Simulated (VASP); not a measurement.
Input of a VASP 6.6.1 run:

File INCAR:

```
ALGO = Normal
EDIFF = 1E-6
ENCUT = 520
GGA = PE
ISIF = 2
ISMEAR = 0
ISPIN = 2
LASPH = True
LCHARG = True
LDAU = True
LDAUJ = 0 0
LDAUL = 3 -1
LDAUPRINT = 1
LDAUTYPE = 2
LDAUU = 6 0
LELF = True
LMAXMIX = 6
LORBIT = 11
LREAL = False
LVHAR = True
LWAVE = False
MAGMOM = 7.56 7.56 -0.12 -0.12
NBANDS = 35
NELM = 150
PREC = Accurate
SIGMA = 0.05
```

KPOINTS

```
k-points
0
Gamma
  8 8 8
```

File POSCAR:

```
GdN
1.0
    4.3377235574      0.0000000000      0.0000000000
    0.0000000000      4.3377235574      0.0000000000
    0.0000000000      0.0000000000      3.6438561061
Gd N
2 2
Direct
    0.5000000000      0.0000000000      0.2380734071
    0.0000000000      0.5000000000      0.7619265929
    0.0000000000      0.0000000000      0.0000000000
    0.5000000000      0.5000000000      0.0000000000
```

Potentials or basis: VASP PAW PBE potentials, release 64 (Gd, N).

The run is started by

```sh
$ cat potpaw_PBE.64/Gd/POTCAR potpaw_PBE.64/N/POTCAR > POTCAR
$ mpirun -np 1 vasp_std > vasp.out
```

Predict the site moments.

Gd +6.86; N -0.08 μB.

What does it give for the band gap on the k mesh?

0.16 eV (least direct gap 0.49 eV).

Estimate the largest force.

0.045 eV/Å.

Forces on the atoms (eV/Å):
```
Gd   0.000  0.000  0.045
Gd   0.000  0.000 -0.045
N    0.000  0.000  0.000
N    0.000  0.000  0.000
```

Caveat: spin-orbit coupling is left out, which moves the levels of the heavy elements. The state reached can hang on the start; a lower one may exist.
